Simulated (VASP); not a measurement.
# NiO (Fm-3m) in VASP: a series of runs

Runs on NiO. Level: PBEsol+U. Tasks: single point.

Everything below comes from runs of VASP 6.6.1. Logs are shortened: lines on timing, memory, paths and dates and some standing lists are left out, and cuts for length are marked.

## 1. The cell of the first run

It takes space group Fm-3m (No. 225, cubic). Conventional cell: a = 4.172 Å, b = 4.172 Å, c = 4.172 Å, α = 90.00°, β = 90.00°, γ = 90.00°. Within 2.8 Å of Ni (site symmetry m-3m) lie 6 O at 2.09 Å. O (site symmetry m-3m) has 6 Ni at 2.09 Å within 2.8 Å.

## 2. Single point, PBEsol+U, collinear spin, ferromagnetic start

INCAR

```
  ALGO = Normal
  EDIFF = 1E-7
  ENCUT = 520
  GGA = PS
  ISIF = 2
  ISMEAR = -1
  ISPIN = 2
  LASPH = T
  LCHARG = F
  LDAU = T
  LDAUJ = 0 0
  LDAUL = 2 -1
  LDAUPRINT = 1
  LDAUTYPE = 2
  LDAUU = 1 0
  LMAXMIX = 4
  LORBIT = 11
  LREAL = F
  LWAVE = F
  MAGMOM = 1.5 0
  NBANDS = 19
  NELM = 150
  PREC = Accurate
  SIGMA = 0.15
```

KPOINTS

```
k-points
0
Gamma
  12 12 12
```

POSCAR

```
NiO
1.0
    2.9499100000      0.0000000000      0.0000000000
    1.4749550000      2.5546969989      0.0000000000
    1.4749550000      0.8515656663      2.4085914290
Ni O
1 1
Direct
    0.0000000000      0.0000000000      0.0000000000
    0.5000000000      0.5000000000      0.5000000000
```

Potentials or basis: VASP PAW PBE potentials, release 64 (Ni, O).

Started as:

```bash
$ cat potpaw_PBE.64/Ni/POTCAR potpaw_PBE.64/O/POTCAR > POTCAR
$ mpirun -np 1 vasp_std > vasp.out
```

OUTCAR:

```text
EDIFF = 1E-7
   ENCUT = 520
   GGA = PS
   ISIF = 2
   ISMEAR = -1
   ISPIN = 2
   LASPH = T
   LORBIT = 11
   LREAL = F
   NELM = 150
   PREC = Accurate

 ion  position               nearest neighbor table
   1  0.000  0.000  0.000-   2 2.09   2 2.09   2 2.09   2 2.09   2 2.09   2 2.09
   2  0.500  0.500  0.500-   1 2.09   1 2.09   1 2.09   1 2.09   1 2.09   1 2.09

  LATTYP: Found a face centered cubic cell.
 ALAT       =     4.1718027298

  Lattice vectors:

 A1 = (   2.9499100000,   0.0000000000,   0.0000000000)
 A2 = (   1.4749550000,   2.5546969989,   0.0000000000)
 A3 = (   1.4749550000,   0.8515656663,   2.4085914290)

Analysis of symmetry for initial positions (statically):
=====================================================================
 Subroutine PRICEL returns:
 Original cell was already a primitive cell.

 Routine SETGRP: Setting up the symmetry group for a
 face centered cubic supercell.

 Subroutine GETGRP returns: Found 48 space group operations
 (whereof 48 operations were pure point group operations)
 out of a pool of 48 trial point group operations.

The static configuration has the point symmetry O_h .

Analysis of symmetry for dynamics (positions and initial velocities):
=====================================================================
 Subroutine PRICEL returns:
 Original cell was already a primitive cell.

 Routine SETGRP: Setting up the symmetry group for a
 face centered cubic supercell.

 Subroutine GETGRP returns: Found 48 space group operations
 (whereof 48 operations were pure point group operations)
 out of a pool of 48 trial point group operations.

The dynamic configuration has the point symmetry O_h .

Analysis of structural, dynamic, and magnetic symmetry:
=====================================================================
 Subroutine PRICEL returns:
 Original cell was already a primitive cell.

 Routine SETGRP: Setting up the symmetry group for a
 face centered cubic supercell.

 Subroutine GETGRP returns: Found 48 space group operations
 (whereof 48 operations were pure point group operations)
 out of a pool of 48 trial point group operations.

The overall configuration has the point symmetry O_h .

 Subroutine INISYM returns: Found 48 space group operations
 (whereof 48 operations are pure point group operations),
 and found     1 'primitive' translations

----------------------------------------------------------------------------------------

                                     Primitive cell

  volume of cell :      18.1514

  direct lattice vectors                    reciprocal lattice vectors
     2.949910000  0.000000000  0.000000000     0.338993393 -0.195717927 -0.138393473
     1.474955000  2.554696999  0.000000000     0.000000000  0.391435853 -0.138393473
     1.474955000  0.851565666  2.408591429     0.000000000  0.000000000  0.415180420

  length of vectors
     2.949910000  2.949910000  2.949910000     0.415180420  0.415180420  0.415180420

  position of ions in fractional coordinates (direct lattice)
     0.000000000  0.000000000  0.000000000
     0.500000000  0.500000000  0.500000000

  ion indices of the primitive-cell ions
   primitive index   ion index
                 1           1
                 2           2

----------------------------------------------------------------------------------------

 KPOINTS: k-points

Automatic generation of k-mesh.
 Grid dimensions read from file:
 generate k-points for:   12   12   12

 Generating k-lattice:

[... 55 lines left out ...]
   ISPIN  =      2    spin polarized calculation?
   LNONCOLLINEAR =      F non collinear calculations
   LSORBIT =      F    spin-orbit coupling
   LASPH  =      T    aspherical Exc in radial PAW
   ENCUT  =  520.0 eV  38.22 Ry    6.18 a.u.   5.48  5.48  5.48*2*pi/ulx,y,z
   NELM   =    150;   NELMIN=  2; NELMDL= -5     # of ELM steps
   EDIFF  = 0.1E-06   stopping-criterion for ELM
   LREAL  =      F    real-space projection
   EDIFFG = 0.1E-05   stopping-criterion for IOM
   NSW    =      0    number of steps for IOM
   IBRION =     -1    ionic relax: 0-MD 1-quasi-New 2-CG
   NFREE  =      0    steps in history (QN), initial steepest desc. (CG)
   ISIF   =      2    stress and relaxation
   ISYM   =      2    0-nonsym 1-usesym 2-fastsym
   POTIM  = 0.5000    time-step for ionic-motion
   TEBEG  =    0.0;   TEEND  =   0.0 temperature during run
   PSTRESS=    0.0 pullay stress
   NELECT =      16.0000    total number of electrons
   NUPDOWN=      -1.0000    fix difference up-down
   EMIN   =  10.00;   EMAX   =-10.00  energy-range for DOS
   EFERMI =   0.00;   METHOD = LEGACY
   ISMEAR =    -1;   SIGMA  =   0.15  broadening in eV -4-tet -1-fermi 0-gaus
   EFERMI_NEDOS =   21; number of points for ismear=-14 and -15
   IALGO  =     38    algorithm
   IMIX   =      4    mixing-type and parameters
     AMIX     =   0.40;   BMIX     =  1.00
     AMIX_MAG =   1.60;   BMIX_MAG =  1.00
[... 13 lines left out ...]
   LRPA    =     F    only Hartree local field effects (RPA)
 spin polarized calculation
  energy-cutoff  :      520.00
  volume of cell :       18.15
 maximum number of plane-waves:       531
 NGX is ok and might be reduce to    24
   NGX = 11   NGY = 11   NGZ = 11

atom =   1  type =  1  l = 2

 onsite density matrix

spin component  1

  0.9741  0.0000  0.0000 -0.0122 -0.0000
  0.0000  0.9827 -0.0000 -0.0000 -0.0122
  0.0000 -0.0000  0.9655 -0.0000  0.0000
 -0.0122 -0.0000 -0.0000  0.9827 -0.0000
 -0.0000 -0.0122  0.0000 -0.0000  0.9741

spin component  2

  0.7261 -0.0000 -0.0000  0.3254 -0.0000
 -0.0000  0.4960  0.0000  0.0000  0.3254
 -0.0000  0.0000  0.9562 -0.0000  0.0000
  0.3254  0.0000 -0.0000  0.4960  0.0000
 -0.0000  0.3254  0.0000  0.0000  0.7261

 occupancies and eigenvectors

  o =  0.2660  v =  0.0000  0.0000  0.0000  0.0000  0.0000 -0.5774 -0.0000 -0.0000  0.8165  0.0000      0.0000  0.0000  0.0000  0.0000  0.0000  0.0000  0.0000  0.0000  0.0000  0.0000
  o =  0.2660  v =  0.0000  0.0000  0.0000  0.0000  0.0000  0.0000 -0.8165 -0.0000 -0.0000  0.5774      0.0000  0.0000  0.0000  0.0000  0.0000  0.0000  0.0000  0.0000  0.0000  0.0000
  o =  0.9562  v =  0.0000  0.0000  0.0000  0.0000  0.0000 -0.0000  0.0937 -0.9867 -0.0000  0.1325      0.0000  0.0000  0.0000  0.0000  0.0000  0.0000  0.0000  0.0000  0.0000  0.0000
  o =  0.9562  v =  0.0000  0.0000  0.0000  0.0000  0.0000  0.8165 -0.0000 -0.0000  0.5774 -0.0000      0.0000  0.0000  0.0000  0.0000  0.0000  0.0000  0.0000  0.0000  0.0000  0.0000
  o =  0.9562  v =  0.0000  0.0000  0.0000  0.0000  0.0000 -0.0000 -0.5697 -0.1623 -0.0000 -0.8057      0.0000  0.0000  0.0000  0.0000  0.0000  0.0000  0.0000  0.0000  0.0000  0.0000
  o =  0.9655  v = -0.0000 -0.0937  0.9867 -0.0000 -0.1325  0.0000  0.0000  0.0000  0.0000  0.0000      0.0000  0.0000  0.0000  0.0000  0.0000  0.0000  0.0000  0.0000  0.0000  0.0000
  o =  0.9655  v =  0.8165 -0.0000 -0.0000  0.5774 -0.0000  0.0000  0.0000  0.0000  0.0000  0.0000      0.0000  0.0000  0.0000  0.0000  0.0000  0.0000  0.0000  0.0000  0.0000  0.0000
  o =  0.9655  v =  0.0000  0.5697  0.1623  0.0000  0.8057  0.0000  0.0000  0.0000  0.0000  0.0000      0.0000  0.0000  0.0000  0.0000  0.0000  0.0000  0.0000  0.0000  0.0000  0.0000
  o =  0.9913  v =  0.5774  0.0000  0.0000 -0.8165 -0.0000  0.0000  0.0000  0.0000  0.0000  0.0000      0.0000  0.0000  0.0000  0.0000  0.0000  0.0000  0.0000  0.0000  0.0000  0.0000
  o =  0.9913  v =  0.0000 -0.8165  0.0000 -0.0000  0.5774  0.0000  0.0000  0.0000  0.0000  0.0000      0.0000  0.0000  0.0000  0.0000  0.0000  0.0000  0.0000  0.0000  0.0000  0.0000

 number of electron      16.0000001 magnetization       1.8153620

 Free energy of the ion-electron system (eV)
  ---------------------------------------------------
  ext. energy  EPLUGINS =         0.00000000
  ---------------------------------------------------
  free energy    TOTEN  =       -12.05466878 eV

  energy without entropy =      -11.99532070  energy(sigma->0) =      -12.02499474

 E-fermi :   7.7003     XC(G=0): -12.9513

 val. band max:        7.6858949044   @ k =  -0.2500   0.2500  -0.0000
 cond. band min:       7.7106474502   @ k =   0.4167   0.0000  -0.0000
 fundamental gap:      0.0247525458
 Fermi energy:         7.7003038757

 spin component 1

 k-point     1 :       0.0000    0.0000    0.0000
  band No.  band energies     occupation
      1     -12.5208      1.00000
      2       4.1036      1.00000
      3       4.1036      1.00000
      4       4.6317      1.00000
      5       4.6317      1.00000
      6       4.6317      1.00000
[... 1049 lines left out ...]
     18      38.4976      0.00000
     19      38.8258      0.00000

 [... further k-points ...]
[... 5 lines left out ...]
  --------------------------------------------------------------------------------------
  -------------------------------------------------------------------------------------
  Total       -0.4475436     -0.4475436     -0.4475436      0.0000000      0.0000000     -0.0000000
  in kB      -39.5034149    -39.5034149    -39.5034149      0.0000000      0.0000000     -0.0000000
  external PRESSURE =     -39.5034149 kB  Pullay stress =       0.0000000 kB

 VOLUME and BASIS-vectors are now :
 -----------------------------------------------------------------------------
  energy-cutoff  :      520.00
  volume of cell :       18.15
      direct lattice vectors                 reciprocal lattice vectors
     2.949910000  0.000000000  0.000000000     0.338993393 -0.195717927 -0.138393473
     1.474955000  2.554696999  0.000000000     0.000000000  0.391435853 -0.138393473
     1.474955000  0.851565666  2.408591429     0.000000000  0.000000000  0.415180420

 POSITION                                       TOTAL-FORCE (eV/Angst)
 -----------------------------------------------------------------------------------
      0.00000      0.00000      0.00000        -0.000000      0.000000      0.000000
      2.94991      1.70313      1.20430         0.000000     -0.000000      0.000000
 -----------------------------------------------------------------------------------
    total drift:                               -0.000000      0.000000     -0.000000

  FREE ENERGIE OF THE ION-ELECTRON SYSTEM (eV)
  ---------------------------------------------------
  free  energy   TOTEN  =       -12.0546687789 eV

  energy  without entropy=      -11.9953206985  energy(sigma->0) =      -12.02499474

 total charge

# of ion       s       p       d       tot
------------------------------------------
    1        0.339   0.416   8.254   9.009
    2        1.549   3.411   0.000   4.961
--------------------------------------------------
tot          1.888   3.828   8.254  13.970

 magnetization (x)

# of ion       s       p       d       tot
------------------------------------------
    1        0.011   0.015   1.480   1.505
    2        0.028   0.242   0.000   0.269
--------------------------------------------------
tot          0.039   0.257   1.480   1.775
```

Run time: 30 s. Hardware: 1 thread of Intel Xeon Platinum 8488C (Sapphire Rapids), shared host; peak memory 0.17 GiB.

Results:

- Free energy: -12.0547 eV
- Pressure: -4.0 GPa
- Net moment: 1.82 μB per cell
- Site moments: Ni +1.50; O +0.27 μB
- Valence electrons inside the program's atomic spheres: Ni 9.01; O 4.96

Eigenvalues of the final occupation matrices:
```csv
site,spin,trace,eigenvalues
site 1 d,1,4.88,0.97 0.97 0.97 0.99 0.99
site 1 d,2,3.40,0.27 0.27 0.96 0.96 0.96
```

Caveat: the PAW data sets were made with another functional, which shifts forces and pressure a little; a cell with one magnetic atom can't hold antiferromagnetic order, which such compounds often take. The state reached can hang on the start; a lower one may exist.

## 3. Single point, PBEsol+U, collinear spin, ferromagnetic start

INCAR

```
  PREC = Accurate
  ENCUT = 520
  EDIFF = 1E-6
  ISMEAR = -1
  SIGMA = 0.15
  LREAL = F
  LASPH = T
  NELM = 150
  ALGO = Normal
  ISIF = 2
  LWAVE = F
  LCHARG = F
  ISPIN = 2
  MAGMOM = 1.5 0
  LORBIT = 11
  LMAXMIX = 4
  LDAU = T
  LDAUTYPE = 2
  LDAUL = 2 -1
  LDAUU = 3 0
  LDAUJ = 0 0
  LDAUPRINT = 1
  GGA = PS
  NBANDS = 19
```

KPOINTS

```
Automatic mesh
0
Gamma
  12 12 12
```

POSCAR is that of step 2.

Potentials or basis: VASP PAW PBE potentials, release 64 (Ni, O).

Started as:

```bash
$ cat potpaw_PBE.64/Ni/POTCAR potpaw_PBE.64/O/POTCAR > POTCAR
$ mpirun -np 1 vasp_std > vasp.out
```

It took 27 s on 1 thread of Intel Xeon Platinum 8488C (Sapphire Rapids), shared host; peak memory 0.17 GiB.

It converged, with:

```
Free energy                                           : -11.5420 eV
Pressure                                              : -3.7 GPa
Band gap on the k mesh                                : 0.61 eV, indirect (least direct gap 1.57 eV)
Net moment                                            : 1.99 μB per cell
Site moments                                          : Ni +1.70; O +0.26 μB
Valence electrons inside the program's atomic spheres : Ni 9.00; O 4.99
```

Levels at points of the mesh, in eV from the valence-band top:
Spin up:
```
           k point  band 6  band 7  band 8  band 9  band 10  band 11  band 12  band 13
(0.00, 0.00, 0.00)   -3.83   -2.28   -2.28   -2.28     2.02    18.15    18.35    18.35
(0.50, 0.00, 0.00)   -3.21   -2.35    0.00    0.00     5.97    10.47    14.32    14.32
(0.50, 0.50, 0.00)   -3.64   -3.63   -2.89   -2.89     6.45    11.11    11.73    17.04
```
Spin down:
```csv
k point,band 5,band 6,band 7,band 8,band 9,band 10
"(0.00, 0.00, 0.00)",-1.76,-1.76,-1.76,0.61,0.61,2.41
"(0.50, 0.00, 0.00)",-1.70,-1.70,-1.30,3.31,3.31,6.17
"(0.50, 0.50, 0.00)",-3.17,-1.75,-1.75,1.05,1.59,7.01
```

Eigenvalues of the final occupation matrices:
```csv
site,spin,trace,eigenvalues
site 1 d,1,4.96,0.97 0.97 0.97 1.02 1.02
site 1 d,2,3.29,0.19 0.19 0.97 0.97 0.97
```

Caveat: the PAW data sets were made with another functional, which shifts forces and pressure a little; a cell with one magnetic atom can't hold antiferromagnetic order, which such compounds often take. The state reached can hang on the start; a lower one may exist.

## 4. Single point, PBEsol+U, collinear spin, ferromagnetic start

INCAR

```
SYSTEM = NiO
PREC     = Accurate       ! precision mode
ENCUT    = 520            ! plane-wave cutoff, eV
EDIFF    = 1E-7           ! SCF threshold, eV
ISMEAR   = -1             ! smearing method
SIGMA    = 0.15           ! smearing width, eV
LREAL    = .FALSE.        ! projectors in reciprocal space
LASPH    = .TRUE.         ! aspherical terms in the spheres
NELM     = 150            ! most SCF steps
ALGO     = Normal         ! electronic algorithm
ISIF     = 2              ! what is computed and relaxed
LWAVE    = .FALSE.        ! write WAVECAR
LCHARG   = .FALSE.        ! write CHGCAR
ISPIN    = 2              ! spin polarisation
MAGMOM   = 1.5 0          ! initial moments
LORBIT   = 11             ! projections on sites
LMAXMIX  = 4              ! l up to which the mixer works
LDAU     = .TRUE.         ! DFT+U
LDAUTYPE = 2            
LDAUL    = 2 -1           ! shell
LDAUU    = 5 0            ! U, eV
LDAUJ    = 0 0          
LDAUPRINT= 1            
GGA      = PS             ! functional
NBANDS   = 19             ! bands
```

KPOINTS

```
regular mesh
0
G
  12 12 12
  0 0 0
```

POSCAR is that of step 3.

Started as:

```bash
$ cat potpaw_PBE.64/Ni/POTCAR potpaw_PBE.64/O/POTCAR > POTCAR
$ mpirun -np 1 vasp_std > vasp.out
```

Run time: 29 s. Hardware: 1 thread of Intel Xeon Platinum 8488C (Sapphire Rapids), shared host; peak memory 0.17 GiB.

Results (log left out):

| Property | Result |
| --- | --- |
| Free energy | -11.1608 eV |
| Pressure | -5.4 GPa |
| Band gap on the k mesh | 1.65 eV, indirect (least direct gap 2.46 eV) |
| Net moment | 2.00 μB per cell |
| Site moments | Ni +1.77; O +0.21 μB |
| Valence electrons inside the program's atomic spheres | Ni 9.01; O 5.00 |

Levels at points of the mesh, in eV from the valence-band top:
Spin up:
| k point | band 5 | band 6 | band 7 | band 8 | band 9 | band 10 | band 11 | band 12 | band 13 | band 14 |
| --- | --- | --- | --- | --- | --- | --- | --- | --- | --- | --- |
| (0.00, 0.00, 0.00) | -4.53 | -4.53 | -1.76 | -1.76 | -1.76 | 2.44 | 18.02 | 18.02 | 18.02 | 18.55 |
| (0.50, 0.00, 0.00) | -3.97 | -3.97 | -2.82 | 0.00 | 0.00 | 6.38 | 10.88 | 14.69 | 14.69 | 20.88 |
| (0.50, 0.50, 0.00) | -4.45 | -3.64 | -3.64 | -3.14 | -3.14 | 6.80 | 11.52 | 11.58 | 17.45 | 17.45 |
Spin down:
```tsv
k point	band 3	band 4	band 5	band 6	band 7	band 8	band 9	band 10	band 11	band 12
(0.00, 0.00, 0.00)	-3.46	-3.46	-1.33	-1.33	-1.33	1.65	1.65	2.81	18.33	18.33
(0.50, 0.00, 0.00)	-3.90	-3.90	-1.99	-1.99	-1.79	4.18	4.18	6.57	11.39	15.07
(0.50, 0.50, 0.00)	-4.29	-2.74	-2.74	-2.48	-2.48	2.10	2.61	7.40	11.86	11.90
```

Eigenvalues of the final occupation matrices:
```tsv
site	spin	trace	eigenvalues
site 1 d	1	5.00	0.98 0.98 0.98 1.03 1.03
site 1 d	2	3.26	0.16 0.16 0.98 0.98 0.98
```

Caveat: the PAW data sets were made with another functional, which shifts forces and pressure a little; a cell with one magnetic atom can't hold antiferromagnetic order, which such compounds often take. The state reached can hang on the start; a lower one may exist.

## 5. Single point, PBEsol+U, collinear spin, ferromagnetic start

INCAR

```
SYSTEM = NiO
PREC = Accurate
ENCUT = 520
EDIFF = 1E-6
ISMEAR = -1
SIGMA = 0.15
LREAL = .FALSE.
LASPH = .TRUE.
NELM = 150
ALGO = Normal
ISIF = 2
LWAVE = .FALSE.
LCHARG = .FALSE.
ISPIN = 2
MAGMOM = 1.5 0
LORBIT = 11
LMAXMIX = 4
LDAU = .TRUE.
LDAUTYPE = 2
LDAUL = 2 -1
LDAUU = 7 0
LDAUJ = 0 0
LDAUPRINT = 1
GGA = PS
NBANDS = 19
```

KPOINTS

```
Automatic mesh
0
G
  12 12 12
  0 0 0
```

POSCAR is that of step 4.

Started as:

```bash
$ cat potpaw_PBE.64/Ni/POTCAR potpaw_PBE.64/O/POTCAR > POTCAR
$ mpirun -np 1 vasp_std > vasp.out
```

It took 27 s on 1 thread of Intel Xeon Platinum 8488C (Sapphire Rapids), shared host; peak memory 0.17 GiB.

The run converged. Its results:

| Property | Result |
| --- | --- |
| Free energy | -10.8808 eV |
| Pressure | -8.0 GPa |
| Band gap on the k mesh | 2.72 eV, indirect (least direct gap 3.36 eV) |
| Net moment | 2.00 μB per cell |
| Site moments | Ni +1.84; O +0.16 μB |
| Valence electrons inside the program's atomic spheres | Ni 9.03; O 5.00 |

Levels at points of the mesh, in eV from the valence-band top:
Spin up:
| k point | band 5 | band 6 | band 7 | band 8 | band 9 | band 10 | band 11 | band 12 | band 13 | band 14 |
| --- | --- | --- | --- | --- | --- | --- | --- | --- | --- | --- |
| (0.00, 0.00, 0.00) | -5.31 | -5.31 | -1.31 | -1.31 | -1.31 | 2.81 | 17.55 | 17.55 | 17.55 | 18.91 |
| (0.50, 0.00, 0.00) | -4.79 | -4.79 | -3.26 | 0.00 | 0.00 | 6.73 | 11.22 | 15.00 | 15.00 | 20.64 |
| (0.50, 0.50, 0.00) | -5.35 | -4.47 | -4.47 | -2.72 | -2.72 | 7.10 | 11.19 | 11.98 | 17.80 | 17.80 |
Spin down:
```
           k point  band 3  band 4  band 5  band 6  band 7  band 8  band 9  band 10  band 11  band 12
(0.00, 0.00, 0.00)   -4.21   -4.21   -0.97   -0.97   -0.97    2.72    2.72     3.16    17.87    17.87
(0.50, 0.00, 0.00)   -4.17   -4.17   -2.29   -1.93   -1.93    5.08    5.08     6.92    11.67    15.41
(0.50, 0.50, 0.00)   -4.97   -3.27   -3.27   -2.39   -2.39    3.18    3.65     7.75    11.54    12.25
```

Eigenvalues of the final occupation matrices:
```
    site  spin  trace               eigenvalues
site 1 d     1   5.05  0.99 0.99 0.99 1.04 1.04
site 1 d     2   3.23  0.14 0.14 0.98 0.98 0.98
```

Caveat: the PAW data sets were made with another functional, which shifts forces and pressure a little; a cell with one magnetic atom can't hold antiferromagnetic order, which such compounds often take.

## 6. The runs side by side

| U | gap on the mesh (eV) | pressure (GPa) | moment (μB) |
| --- | --- | --- | --- |
| Ni d U = 1.0 eV | none | -4.0 | 1.82 |
| Ni d U = 3.0 eV | 0.61 | -3.7 | 1.99 |
| Ni d U = 5.0 eV | 1.65 | -5.4 | 2.00 |
| Ni d U = 7.0 eV | 2.72 | -8.0 | 2.00 |

Alike in all rows: task single point; level PBEsol+U; potentials or basis VASP PAW PBE potentials, release 64 (Ni, O); spin collinear, ferromagnetic start; cell as given; k mesh 12 × 12 × 12; cutoff (eV) 520; smearing fermi-dirac 0.15 eV.

On the cell as given the gap runs from zero (PBEsol+U) to 2.72 eV (PBEsol+U).

Caveats: the PAW data sets were made with another functional, which shifts forces and pressure a little; a cell with one magnetic atom can't hold antiferromagnetic order, which such compounds often take.

Total energies depend on the potentials used, so only differences within one code and one set of settings carry meaning.
